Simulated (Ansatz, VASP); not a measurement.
## One calculation of NaH, two programs

```
CELL_PARAMETERS angstrom
0.00000 2.39751 2.39751
2.39751 0.00000 2.39751
2.39751 2.39751 0.00000
ATOMIC_POSITIONS crystal
Na 0.00000 0.00000 0.00000
H 0.50000 0.50000 0.50000
```

Alike in both runs: task single point; functional r2SCAN; k mesh 10 × 10 × 10; no spin polarisation.

|  | VASP | Ansatz |
| --- | --- | --- |
| version | VASP 6.6.1 | Ansatz 0.2.0 |
| potentials or method | VASP PAW PBE potentials, release 64 (Na_pv, H) | plane waves, PAW |
| plane-wave cutoff (eV) | 520 | 500 |
| occupations | gaussian, width 0.01 eV | fixed |
| valence electrons in the cell | 8 | 10 |

Ansatz gave:

- gap on the k mesh at the Fermi level (eV): 4.42
- pressure (GPa): 0.0

Q: What did VASP give for the same quantities?

A: gap on the k mesh at the Fermi level (eV): 4.43; pressure (GPa): -0.3.

VASP's potentials were made for PBE, not for r2SCAN. VASP's potentials hold 8 valence electrons a cell and Ansatz's 10, so a difference there can come from the potentials and not from the codes.
